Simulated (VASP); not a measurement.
# SiC (P6_3mc) in VASP: notebook

SiC is run at these levels: PBEsol; tasks: single point, relaxation of cell and atoms.

Program: VASP 6.6.1. These are calculated values, not measurements. Logs are shortened: lines on timing, memory, paths and dates and some standing lists are left out, and cuts for length are marked.

## 1. The cell of the first run

It takes space group P6_3mc (No. 186, hexagonal). The conventional cell has a = 3.077 Å, b = 3.077 Å, c = 15.098 Å, α = 90.00°, β = 90.00°, γ = 120.00°. Si (site symmetry 3m) has 4 C at 1.88 to 1.89 Å within 2.5 Å. Si (site symmetry 3m) has 4 C at 1.88 to 1.89 Å within 2.5 Å. Si (site symmetry 3m) has 4 C at 1.89 Å within 2.5 Å. Within 2.5 Å of C (site symmetry 3m) lie 4 Si at 1.88 to 1.89 Å. Within 2.5 Å of C (site symmetry 3m) lie 4 Si at 1.88 to 1.89 Å. Within 2.5 Å of C (site symmetry 3m) lie 4 Si at 1.89 Å.

## 2. Single point, PBEsol

File INCAR:

```
ALGO     = Normal         # electronic algorithm
EDIFF    = 1E-6           # SCF threshold, eV
ENCUT    = 600            # plane-wave cutoff, eV
GGA      = PS             # functional
GGA_COMPAT= F            
ISIF     = 2              # what is computed and relaxed
ISMEAR   = 0              # smearing method
LASPH    = T              # aspherical terms in the spheres
LCHARG   = T              # write CHGCAR
LELF     = T              # ELF
LREAL    = F              # projectors in reciprocal space
LVHAR    = T            
LWAVE    = F              # write WAVECAR
NBANDS   = 36             # bands
NELM     = 120            # most SCF steps
PREC     = Accurate       # precision mode
SIGMA    = 0.1            # smearing width, eV
```

File KPOINTS:

```
k-points
0
Gamma
  6 6 2
```

File POSCAR:

```
SiC
1.0
    3.0766210100      0.0000000000      0.0000000000
   -1.5383105100      2.6644319500      0.0000000000
    0.0000000000      0.0000000000     15.0980843200
Si C
6 6
Direct
    0.3333333300      0.6666666700      0.8329861500
    0.6666666700      0.3333333300      0.3329861500
    0.6666666700      0.3333333300      0.6665006000
    0.3333333300      0.6666666700      0.1665006000
    0.0000000000      0.0000000000      0.4997294200
    0.0000000000      0.0000000000      0.9997294200
    0.0000000000      0.0000000000      0.8743664100
    0.0000000000      0.0000000000      0.3743664100
    0.3333333300      0.6666666700      0.7079967800
    0.6666666700      0.3333333300      0.2079967800
    0.6666666700      0.3333333300      0.5415216400
    0.3333333300      0.6666666700      0.0415216400
```

Potentials or basis: VASP PAW PBE potentials, release 64 (Si, C).

Launch:

```bash
$ cat potpaw_PBE.64/Si/POTCAR potpaw_PBE.64/C/POTCAR > POTCAR
$ mpirun -np 1 vasp_std > vasp.out
```

OUTCAR:

```text
EDIFF = 1E-6
   ENCUT = 600
   GGA = PS
   ISIF = 2
   ISMEAR = 0
   LASPH = T
   LREAL = F
   NELM = 120
   PREC = Accurate

 ion  position               nearest neighbor table
   1  0.333  0.667  0.833-   7 1.88   7 1.88   7 1.88   9 1.89   3 3.08   3 3.08   3 3.08   6 3.08
                             6 3.08   6 3.08
   2  0.667  0.333  0.333-   8 1.88   8 1.88   8 1.88  10 1.89   4 3.08   4 3.08   4 3.08   5 3.08
                             5 3.08   5 3.08
   3  0.667  0.333  0.667-   9 1.88   9 1.88   9 1.88  11 1.89   1 3.08   1 3.08   1 3.08   5 3.08
                             5 3.08   5 3.08
   4  0.333  0.667  0.167-  10 1.88  10 1.88  10 1.88  12 1.89   2 3.08   2 3.08   2 3.08   6 3.08
                             6 3.08   6 3.08
   5  0.000  0.000  0.500-  11 1.89  11 1.89  11 1.89   8 1.89   2 3.08   2 3.08   2 3.08   3 3.08
                             3 3.08   3 3.08
   6  0.000  0.000  1.000-  12 1.89  12 1.89  12 1.89   7 1.89   1 3.08   1 3.08   1 3.08   4 3.08
                             4 3.08   4 3.08
   7  0.000  0.000  0.874-   1 1.88   1 1.88   1 1.88   6 1.89
   8  0.000  0.000  0.374-   2 1.88   2 1.88   2 1.88   5 1.89
   9  0.333  0.667  0.708-   3 1.88   3 1.88   3 1.88   1 1.89
  10  0.667  0.333  0.208-   4 1.88   4 1.88   4 1.88   2 1.89
  11  0.667  0.333  0.542-   5 1.89   5 1.89   5 1.89   3 1.89
  12  0.333  0.667  0.042-   6 1.89   6 1.89   6 1.89   4 1.89

  LATTYP: Found a hexagonal cell.
 ALAT       =     3.0766210100
 C/A-ratio  =     4.9073591680

  Lattice vectors:

 A1 = (   3.0766210100,   0.0000000000,   0.0000000000)
 A2 = (  -1.5383105100,   2.6644319500,   0.0000000000)
 A3 = (   0.0000000000,   0.0000000000,  15.0980843200)

Analysis of symmetry for initial positions (statically):
=====================================================================
 Subroutine PRICEL returns:
 Original cell was already a primitive cell.

 Routine SETGRP: Setting up the symmetry group for a
 hexagonal supercell.

 Subroutine GETGRP returns: Found 12 space group operations
 (whereof  6 operations were pure point group operations)
 out of a pool of 24 trial point group operations.

The static configuration has the point symmetry C_3v.
 The point group associated with its full space group is C_6v.

Analysis of symmetry for dynamics (positions and initial velocities):
=====================================================================
 Subroutine PRICEL returns:
 Original cell was already a primitive cell.

 Routine SETGRP: Setting up the symmetry group for a
 hexagonal supercell.

 Subroutine GETGRP returns: Found 12 space group operations
[... 128 lines left out ...]
   ISMEAR =     0;   SIGMA  =   0.10  broadening in eV -4-tet -1-fermi 0-gaus
   EFERMI_NEDOS =   21; number of points for ismear=-14 and -15
   IALGO  =     38    algorithm
   IMIX   =      4    mixing-type and parameters
     AMIX     =   0.40;   BMIX     =  1.00
     AMIX_MAG =   1.60;   BMIX_MAG =  1.00
  volume/ion in A,a.u.               =      10.31        69.60
  Fermi-wavevector in a.u.,A,eV,Ry     =   1.193865  2.256077 19.392557  1.425313
  Thomas-Fermi vector in A             =   2.329869
   LORBIT       =      0    0 simple, 1 ext, 2 COOP (PROOUT), +10 PAW based schemes
   GGA     = PS    functional components
   LHFCALC =     F    Hartree Fock is set to
   AEXX    =    0.0000 exact exchange contribution
   IVDW    =     0    specifies the selected vdW correction
   LEPSILON=     F    determine dielectric tensor
   LRPA    =     F    only Hartree local field effects (RPA)
 non-spin polarized calculation
 Gauss-broadening in eV      SIGMA  =   0.10
  energy-cutoff  :      600.00
  volume of cell :      123.77
 maximum number of plane-waves:      4176
 NGX is ok and might be reduce to    28
   NGX = 13   NGY = 13   NGZ = 61

 number of electron      48.0000001 magnetization

 Free energy of the ion-electron system (eV)
  ---------------------------------------------------
  ext. energy  EPLUGINS =         0.00000000
  ---------------------------------------------------
  free energy    TOTEN  =       -95.47630191 eV

  energy without entropy =      -95.47630191  energy(sigma->0) =      -95.47630191

 E-fermi :   8.6419     XC(G=0): -11.5157

 val. band max:        8.1407825730   @ k =   0.0000   0.0000   0.0000
 cond. band min:      10.0484378545   @ k =   0.5000   0.0000   0.0000
 fundamental gap:      1.9076552816
 Fermi energy:         8.6418748593

 k-point     1 :       0.0000    0.0000    0.0000
  band No.  band energies     occupation
      1      -7.3629      2.00000
      2      -6.8380      2.00000
      3      -6.8019      2.00000
      4      -5.2941      2.00000
      5      -5.2653      2.00000
      6      -3.7475      2.00000
[... 535 lines left out ...]
     35      17.3845      0.00000
     36      17.3846      0.00000

------------------------ aborting loop because EDIFF is reached ----------------------------------------

  FORCE on cell =-STRESS in cart. coord.  units (eV):
  Direction    XX          YY          ZZ          XY          YZ          ZX
  --------------------------------------------------------------------------------------
  -------------------------------------------------------------------------------------
  Total        0.5992040      0.5992040      0.4052376     -0.0000000     -0.0000000      0.0000000
  in kB        7.7568389      7.7568389      5.2458981     -0.0000000     -0.0000000      0.0000000
  external PRESSURE =       6.9198587 kB  Pullay stress =       0.0000000 kB

 VOLUME and BASIS-vectors are now :
 -----------------------------------------------------------------------------
  energy-cutoff  :      600.00
  volume of cell :      123.77
      direct lattice vectors                 reciprocal lattice vectors
     3.076621010  0.000000000  0.000000000     0.325031909  0.187657261  0.000000000
    -1.538310510  2.664431950  0.000000000     0.000000000  0.375314521  0.000000000
     0.000000000  0.000000000 15.098084320     0.000000000  0.000000000  0.066233568

 POSITION                                       TOTAL-FORCE (eV/Angst)
 -----------------------------------------------------------------------------------
     -0.00000      1.77629     12.57650        -0.000000     -0.000000      0.007076
      1.53831      0.88814      5.02745        -0.000000     -0.000000      0.007076
      1.53831      0.88814     10.06288         0.000000     -0.000000      0.005097
     -0.00000      1.77629      2.51384        -0.000000     -0.000000      0.005097
      0.00000      0.00000      7.54496        -0.000000      0.000000     -0.001358
      0.00000      0.00000     15.09400         0.000000     -0.000000     -0.001358
      0.00000      0.00000     13.20126        -0.000000      0.000000     -0.001933
      0.00000      0.00000      5.65222         0.000000     -0.000000     -0.001933
     -0.00000      1.77629     10.68940         0.000000     -0.000000     -0.003036
      1.53831      0.88814      3.14035        -0.000000      0.000000     -0.003036
      1.53831      0.88814      8.17594         0.000000     -0.000000     -0.005847
     -0.00000      1.77629      0.62690        -0.000000     -0.000000     -0.005847
 -----------------------------------------------------------------------------------
    total drift:                                0.000000      0.000000      0.000331

  FREE ENERGIE OF THE ION-ELECTRON SYSTEM (eV)
  ---------------------------------------------------
  free  energy   TOTEN  =       -95.4763019096 eV

  energy  without entropy=      -95.4763019096  energy(sigma->0) =      -95.47630191
```

Run time: 2.9 min. Hardware: 1 thread of Oxide Virtual Turin-like, shared host; peak memory 0.27 GiB.

Results:

- Free energy: -95.4763 eV
- Pressure: 0.7 GPa
- Largest force: 0.007 eV/Å
- Band gap on the k mesh: 1.91 eV (least direct gap 3.01 eV)

Forces on the atoms (eV/Å):
```
Si   0.000  0.000  0.007
Si   0.000  0.000  0.007
Si   0.000  0.000  0.005
Si   0.000  0.000  0.005
Si   0.000  0.000 -0.001
Si   0.000  0.000 -0.001
C    0.000  0.000 -0.002
C    0.000  0.000 -0.002
C    0.000  0.000 -0.003
C    0.000  0.000 -0.003
C    0.000  0.000 -0.006
C    0.000  0.000 -0.006
```

Stress tensor (GPa, compression positive):
```
0.78 0.00 0.00
0.00 0.78 0.00
0.00 0.00 0.52
```

Caveat: the PAW data sets were made with another functional, which shifts forces and pressure a little. A k mesh can miss the band edges.

## 3. Single point, PBEsol

This run uses another cell than the first one, of 10.34 Å³/atom.

File INCAR:

```
SYSTEM = SiC
PREC = Accurate
ENCUT = 600
EDIFF = 1E-6
ISMEAR = 0
SIGMA = 0.02
LREAL = .FALSE.
LASPH = .TRUE.
NELM = 120
ALGO = Normal
ISIF = 2
LWAVE = .FALSE.
LCHARG = .FALSE.
GGA = PS
NBANDS = 36
GGA_COMPAT = .FALSE.
```

File KPOINTS:

```
Automatic mesh
0
G
  12 12 2
  0 0 0
```

File POSCAR:

```
SiC
1.0
    3.0789211637      0.0000000029      0.0000000000
   -1.5394605843      2.6664239425      0.0000000000
    0.0000000000      0.0000000000     15.1069569033
Si C
6 6
Direct
    0.3333333333      0.6666666667      0.8329965749
    0.6666666667      0.3333333333      0.3329965749
    0.6666666667      0.3333333333      0.6665026443
    0.3333333333      0.6666666667      0.1665026443
    0.0000000000      0.0000000000      0.4997170225
    0.0000000000      0.0000000000      0.9997170225
    0.0000000000      0.0000000000      0.8743706228
    0.0000000000      0.0000000000      0.3743706228
    0.3333333333      0.6666666667      0.7080037982
    0.6666666667      0.3333333333      0.2080037982
    0.6666666667      0.3333333333      0.5415103372
    0.3333333333      0.6666666667      0.0415103372
```

Potentials or basis: VASP PAW PBE potentials, release 64 (Si, C).

Launch:

```bash
$ cat potpaw_PBE.64/Si/POTCAR potpaw_PBE.64/C/POTCAR > POTCAR
$ mpirun -np 1 vasp_std > vasp.out
```

OUTCAR:

```text
SYSTEM = SiC
   PREC = Accurate
   ENCUT = 600
   EDIFF = 1E-6
   ISMEAR = 0
   LREAL = .FALSE.
   LASPH = .TRUE.
   NELM = 120
   ISIF = 2
   GGA = PS

 ion  position               nearest neighbor table
   1  0.333  0.667  0.833-   7 1.88   7 1.88   7 1.88   9 1.89   3 3.08   3 3.08   3 3.08   6 3.08
                             6 3.08   6 3.08
   2  0.667  0.333  0.333-   8 1.88   8 1.88   8 1.88  10 1.89   4 3.08   4 3.08   4 3.08   5 3.08
                             5 3.08   5 3.08
   3  0.667  0.333  0.667-   9 1.88   9 1.88   9 1.88  11 1.89   1 3.08   1 3.08   1 3.08   5 3.08
[... 1177 lines left out ...]
 -----------------------------------------------------------------------------
  energy-cutoff  :      600.00
  volume of cell :      124.02
      direct lattice vectors                 reciprocal lattice vectors
     3.078921164  0.000000003  0.000000000     0.324789089  0.187517068  0.000000000
    -1.539460584  2.666423942  0.000000000    -0.000000000  0.375034136  0.000000000
     0.000000000  0.000000000 15.106956903     0.000000000  0.000000000  0.066194668

 POSITION                                       TOTAL-FORCE (eV/Angst)
 -----------------------------------------------------------------------------------
     -0.00000      1.77762     12.58404         0.000000     -0.000000     -0.000244
      1.53946      0.88881      5.03056        -0.000000      0.000000     -0.000244
      1.53946      0.88881     10.06883         0.000000     -0.000000      0.000156
     -0.00000      1.77762      2.51535        -0.000000     -0.000000      0.000156
      0.00000      0.00000      7.54920        -0.000000      0.000000      0.001110
      0.00000      0.00000     15.10268         0.000000     -0.000000      0.001110
      0.00000      0.00000     13.20908        -0.000000     -0.000000     -0.000120
      0.00000      0.00000      5.65560         0.000000      0.000000     -0.000120
     -0.00000      1.77762     10.69578         0.000000     -0.000000     -0.000579
      1.53946      0.88881      3.14230        -0.000000      0.000000     -0.000579
      1.53946      0.88881      8.18057        -0.000000      0.000000     -0.000322
     -0.00000      1.77762      0.62709        -0.000000      0.000000     -0.000322
 -----------------------------------------------------------------------------------
    total drift:                                0.000000      0.000000      0.000405

  FREE ENERGIE OF THE ION-ELECTRON SYSTEM (eV)
  ---------------------------------------------------
  free  energy   TOTEN  =       -95.5119015198 eV

  energy  without entropy=      -95.5119015198  energy(sigma->0) =      -95.51190152
```

Wall time 4.7 min (1 thread of Oxide Virtual Turin-like, shared host); peak memory 0.34 GiB.

What came out:

- Free energy: -95.5119 eV
- Pressure: 0.2 GPa
- Band gap on the k mesh: 1.91 eV (least direct gap 3.02 eV)

Caveat: the PAW data sets were made with another functional, which shifts forces and pressure a little. A k mesh can miss the band edges.

(Continued in part 2 of 2.)
